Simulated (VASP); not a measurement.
Here is a VASP 6.6.1 calculation.

The input INCAR:

```
SYSTEM = Si2W
  PREC = Accurate
  ENCUT = 600
  EDIFF = 1E-7
  ISMEAR = 0
  SIGMA = 0.1
  LREAL = .False.
  LASPH = .True.
  NELM = 100
  ALGO = Normal
  ISIF = 3
  LWAVE = .False.
  LCHARG = .False.
  GGA = CA
  IBRION = 2
  NSW = 100
  EDIFFG = -0.005
```

The input KPOINTS:

```
Automatic mesh
0
Gamma
  18 18 18
  0 0 0
```

Contents of POSCAR:

```
Si2W
1.0
   -1.6073666700      1.6073666700      3.9010319200
    1.6073666700     -1.6073666700      3.9010319200
    1.6073666700      1.6073666700     -3.9010319200
Si W
2 1
Direct
    0.3349898400      0.3349898400      0.0000000000
    0.6650101600      0.6650101600      0.0000000000
    0.0000000000      0.0000000000      0.0000000000
```

Potentials or basis: VASP PAW LDA potentials, release 64 (Si, W_sv).

The run is started by

```bash
$ cat potpaw_LDA.64/Si/POTCAR potpaw_LDA.64/W_sv/POTCAR > POTCAR
$ mpirun -np 1 vasp_std > vasp.out
```

(1) Predict the band gap on the k mesh.

(2) What does it give for the space group after relaxing (to 0.05 Å)?

(3) Estimate the relaxed volume.

Answers

(1) zero (band 11 reaches 12.96 eV, above the bottom of band 12 at 11.65 eV).

(2) I4/mmm (No. 139).

(3) 13.19 Å³/atom.

Caveat: spin-orbit coupling is left out, which moves the levels of the heavy elements.
